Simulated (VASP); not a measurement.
Ge: single point with PBEsol

The system is Ge.

```
Ge
1.0
     4.00312    0.00000    0.00000
    -2.00156    3.46680    0.00000
     0.00000    0.00000   13.15671
Ge
8
Cartesian
  0.0000 2.3112 2.0517
  2.0016 1.1556 11.1050
  2.0016 1.1556 8.6300
  0.0000 2.3112 4.5267
  0.0000 0.0000 1.2255
  0.0000 0.0000 11.9312
  0.0000 0.0000 7.8039
  0.0000 0.0000 5.3528
```

This isn't the form of Ge at room conditions, which is diamond.

- Program: VASP 6.6.1
- Task: single point
- Functional: PBEsol
- Potentials or basis: VASP PAW PBE potentials, release 64 (Ge_d)
- Cutoff: 520 eV
- k mesh: 8 × 8 × 2
- Occupations: fermi-dirac, width 0.05 eV
- Spin: no spin polarisation

```yaml
Pressure: -0.1 GPa
Largest_force: 0.006 eV/Å
Band_gap_on_the_k_mesh: 0.05 eV
```

Forces on the atoms (eV/Å):
```
Ge   0.000  0.000 -0.006
Ge   0.000  0.000  0.006
Ge   0.000  0.000 -0.006
Ge   0.000  0.000  0.006
Ge   0.000  0.000  0.004
Ge   0.000  0.000 -0.004
Ge   0.000  0.000  0.004
Ge   0.000  0.000 -0.004
```

Stress tensor (GPa, compression positive):
```
 0.01  0.00  0.00
 0.00  0.01  0.00
 0.00  0.00 -0.25
```

Levels at points of the mesh, in eV from the valence-band top:
```tsv
k point	band 53	band 54	band 55	band 56	band 57	band 58	band 59	band 60
(0.00, 0.00, 0.00)	-0.84	-0.13	-0.07	0.00	0.05	0.05	0.46	0.78
(0.50, 0.00, 0.00)	-2.41	-2.41	-1.83	-1.43	0.17	0.31	0.55	1.37
(0.00, 0.00, 0.50)	-0.30	-0.30	-0.30	-0.30	0.13	0.13	1.12	1.12
(0.50, 0.00, 0.50)	-2.61	-2.61	-1.78	-1.78	0.60	0.60	1.24	1.24
```

It took 7 min on 1 thread of Intel(R) Xeon(R) Platinum 8259CL CPU @ 2.50GHz (Skylake/Cascade Lake) (shared host), peak memory 0.38 GiB.

Caveat: the PAW data sets were made with another functional, which shifts forces and pressure a little. A k mesh can miss the band edges.
